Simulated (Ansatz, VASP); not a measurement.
# Two plane-wave programs on Ni

The input POSCAR:

```
Ni
1.0
    0.0000000000      2.5131023565      2.5131023565
    2.5131023565      0.0000000000      2.5131023565
    2.5131023565      2.5131023565      0.0000000000
Ni
2
Direct
    0.1250000000      0.1250000000      0.1250000000
    0.8750000000      0.8750000000      0.8750000000
```

The input INCAR.step1:

```
SYSTEM = Ni
ALGO = Normal ; EDIFF = 1E-4
ENCUT = 520 ; GGA = PE
ISMEAR = -1 ; ISPIN = 2
LASPH = .TRUE. ; LCHARG = .FALSE.
LMAXMIX = 4 ; LREAL = .FALSE.
LWAVE = .TRUE. ; MAGMOM = 0.931 0.931
NBANDS = 21 ; NELM = 150
PREC = Accurate ; SIGMA = 0.05
```

The input INCAR.step2:

```
SYSTEM = Ni
ALGO = Normal ; EDIFF = 1E-7
ENCUT = 520 ; ISIF = 2
ISMEAR = -1 ; ISPIN = 2
ISTART = 1 ; LASPH = .TRUE.
LCHARG = .TRUE. ; LELF = .TRUE.
LMAXMIX = 4 ; LMIXTAU = .TRUE.
LORBIT = 11 ; LREAL = .FALSE.
LVHAR = .TRUE. ; LWAVE = .FALSE.
MAGMOM = 0.931 0.931 ; METAGGA = R2SCAN
NBANDS = 21 ; NELM = 150
PREC = Accurate ; SIGMA = 0.05
```

File KPOINTS:

```
k-points
0
G
  18 18 18
  0 0 0
```

Input for Ansatz:

```yaml
crystal:
  lattice:
    - [0.0, 2.5131023565, 2.5131023565]
    - [2.5131023565, 0.0, 2.5131023565]
    - [2.5131023565, 2.5131023565, 0.0]
  atoms:
    - { symbol: Ni, position: [0.125, 0.125, 0.125], spin: 0.931 }
    - { symbol: Ni, position: [0.875, 0.875, 0.875], spin: 0.931 }
hamiltonian:
  xc: r2scan
  pseudopotentials:
    kind: paw
    azcp:
      Ni: "pseudopotentials/Ni.paw.azcp"
basis:
  ecutwfc: 500
  fft_grid_basis: typed
kpoints:
  mp_grid: { grid: [18, 18, 18], shift: [0, 0, 0] }
magnetization:
  spin_polarized: true
scf:
  occupations: { method: fermi_dirac, width: 0.05 }
```

Alike in both runs: task single point; functional r2SCAN; k mesh 18 × 18 × 18; occupations fermi-dirac, width 0.05 eV; collinear spin.

```csv
,VASP,Ansatz
version,VASP 6.6.1,Ansatz 0.2.0
potentials or method,"VASP PAW PBE potentials, release 64 (Ni), cutoff 520 eV","plane waves (500 eV) with PAW, scalar-relativistic"
valence electrons in the cell,20,36
```

```tsv
	VASP	Ansatz	Ansatz less VASP
net moment per atom (μB)	0.84	0.86	+0.018
size of the moment on the site where the two differ most (μB)	0.85	0.93	+0.084
```

VASP's potentials were made for PBE, not for r2SCAN. Site moments also hang on the region over which each program counts them. VASP's potentials hold 20 valence electrons a cell and Ansatz's 36, so a difference there can come from the potentials and not from the codes. Ansatz's warnings: stability check not made.
